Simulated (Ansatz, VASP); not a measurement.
# Two plane-wave programs on BAs

```xyz
2
Lattice="0.0000 2.3919 2.3919 2.3919 0.0000 2.3919 2.3919 2.3919 0.0000" Properties=species:S:1:pos:R:3 pbc="T T T"
B     0.0000    0.0000    0.0000
As    1.1960    1.1960    1.1960
```

Alike in both runs: functional r2SCAN; k mesh 8 × 8 × 8; no spin polarisation.

Ansatz relaxed the structure, and its values are those at the end. VASP's run is a single point on that final structure, the one shown.

```csv
,VASP,Ansatz
version,VASP 6.6.1,Ansatz 0.2.0
potentials or method,"VASP PAW PBE potentials, release 64 (B, As)","plane waves, PAW"
plane-wave cutoff (eV),520,500
occupations,"gaussian, width 0.01 eV",fixed
valence electrons in the cell,8,18
```

|  | VASP | Ansatz | Ansatz less VASP |
| --- | --- | --- | --- |
| pressure (GPa) | 0.2 | 0.0 | -0.24 |

VASP's potentials were made for PBE, not for r2SCAN. VASP's potentials hold 8 valence electrons a cell and Ansatz's 18, so a difference there can come from the potentials and not from the codes.
